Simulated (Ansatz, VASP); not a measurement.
**One calculation of SiC, two programs**

File INCAR:

```
ALGO     = Normal         # electronic algorithm
EDIFF    = 1E-6           # SCF threshold, eV
ENCUT    = 600            # plane-wave cutoff, eV
GGA      = PE             # functional
GGA_COMPAT= False        
ISIF     = 2              # what is computed and relaxed
ISMEAR   = 0              # smearing method
LASPH    = True           # aspherical terms in the spheres
LCHARG   = False          # write CHGCAR
LREAL    = False          # projectors in reciprocal space
LWAVE    = False          # write WAVECAR
NBANDS   = 16             # bands
NELM     = 120            # most SCF steps
PREC     = Accurate       # precision mode
SIGMA    = 0.02           # smearing width, eV
```

KPOINTS

```
k-points
0
Gamma
  3 3 2
```

POSCAR

```
SiC
1.0
    3.0760000000      0.0000000000      0.0000000000
   -1.5380000000      2.6638941420      0.0000000000
    0.0000000000      0.0000000000      5.0480000000
Si C
2 2
Direct
    0.3333333333      0.6666666667      0.0000000000
    0.6666666667      0.3333333333      0.5000000000
    0.3333333333      0.6666666667      0.3850000000
    0.6666666667      0.3333333333      0.8850000000
```

Input for Ansatz:

```yaml
crystal:
  lattice:
    - [3.076, 0.0, 0.0]
    - [-1.538, 2.663894142, 0.0]
    - [0.0, 0.0, 5.048]
  atoms:
    - { symbol: Si, position: [0.3333333333, 0.6666666667, 0.0] }
    - { symbol: Si, position: [0.6666666667, 0.3333333333, 0.5] }
    - { symbol: C, position: [0.3333333333, 0.6666666667, 0.385] }
    - { symbol: C, position: [0.6666666667, 0.3333333333, 0.885] }
basis:
  ecutwfc: 420
kpoints:
  mp_grid: { grid: [3, 3, 2] }
hamiltonian:
  xc: pbe
scf:
  occupations: { method: gaussian, width: 0.02 }
output:
  forces: true
  stress: true
  eigenvalues: true
```

Alike in both runs: task single point; functional PBE; k mesh 3 × 3 × 2; occupations gaussian, width 0.02 eV; no spin polarisation.

```csv
,VASP,Ansatz
version,VASP 6.6.1,Ansatz 0.2.0
potentials or method,"VASP PAW PBE potentials, release 64 (Si, C), cutoff 600 eV","scalar-relativistic, plane waves, PAW"
valence electrons in the cell,16,16
```

|  | VASP | Ansatz | Ansatz less VASP |
| --- | --- | --- | --- |
| gap on the k mesh at the Fermi level (eV) | 2.26 | 2.26 | +0.002 |
| least direct gap on the mesh (eV) | 4.34 | 4.34 | +0.002 |
| pressure (GPa) | 4.2 | 4.4 | +0.21 |
| traceless stress, the component that is largest in VASP (GPa) | -5.16 | -5.18 | -0.025 |
| rms of the force components (eV/Å) | 0.338 | 0.338 | +0.0005 |

Atom by atom the forces differ by 0.000 eV/Å (rms over components).

The k mesh is coarse, so the values compare programs but aren't converged.
